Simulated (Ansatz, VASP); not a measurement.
# SiC in VASP and in Ansatz

Contents of INCAR:

```
PREC     = Accurate       # precision mode
ENCUT    = 600            # plane-wave cutoff, eV
EDIFF    = 1E-7           # SCF threshold, eV
ISMEAR   = 0              # smearing method
SIGMA    = 0.01           # smearing width, eV
LREAL    = False          # projectors in reciprocal space
LASPH    = True           # aspherical terms in the spheres
NELM     = 120            # most SCF steps
ALGO     = Normal         # electronic algorithm
ISIF     = 3              # what is computed and relaxed
LWAVE    = False          # write WAVECAR
LCHARG   = False          # write CHGCAR
GGA      = PE             # functional
IBRION   = 2              # ionic algorithm
NSW      = 80             # ionic steps
EDIFFG   = -0.005         # ionic threshold
GGA_COMPAT= False        
NELMIN   = 4
```

KPOINTS

```
Automatic mesh
0
Gamma
  11 11 11
```

Contents of POSCAR:

```
SiC
1.0
    0.0000000000      2.1769966000      2.1769966000
    2.1769966000      0.0000000000      2.1769966000
    2.1769966000      2.1769966000      0.0000000000
Si C
1 1
Direct
    0.7500000000      0.7500000000      0.7500000000
    0.0000000000      0.0000000000      0.0000000000
```

Input for Ansatz:

```yaml
crystal:
  lattice:
    - [0.0, 2.1769966, 2.1769966]
    - [2.1769966, 0.0, 2.1769966]
    - [2.1769966, 2.1769966, 0.0]
  atoms:
    - { symbol: Si, position: [0.75, 0.75, 0.75] }
    - { symbol: C, position: [0.0, 0.0, 0.0] }
basis:
  ecutwfc: 420
  xc_grid: 2
hamiltonian:
  xc: pbe
  pseudopotentials: { kind: paw, azcp: { folder: soft_1 } }
kpoints:
  mp_grid: { grid: [11, 11, 11] }
scf:
  occupations: { method: fixed }
  max_iter: 100
relax:
  f_tol: 0.005
  max_steps: 60
  cell: {}
output:
  forces: true
  stress: true
checkpoint:
  write: "../cell.run"
  compress: false
  write_wavefunctions: false
  write_every: 100000
```

Alike in both runs: task relaxation of cell and atoms; functional PBE; k mesh 11 × 11 × 11; no spin polarisation.

|  | VASP | Ansatz |
| --- | --- | --- |
| version | VASP 6.6.1 | Ansatz 0.2.0 |
| potentials or method | VASP PAW PBE potentials, release 64 (Si, C), cutoff 600 eV | plane-wave PAW DFT |
| occupations | gaussian, width 0.01 eV | fixed |
| valence electrons in the cell | 8 | 8 |

```csv
,VASP,Ansatz,Ansatz less VASP
relaxed volume (Å³/atom),10.49,10.50,+0.008
relaxed cell length with the largest relative difference (Å),3.096,3.097,+0.0008
```
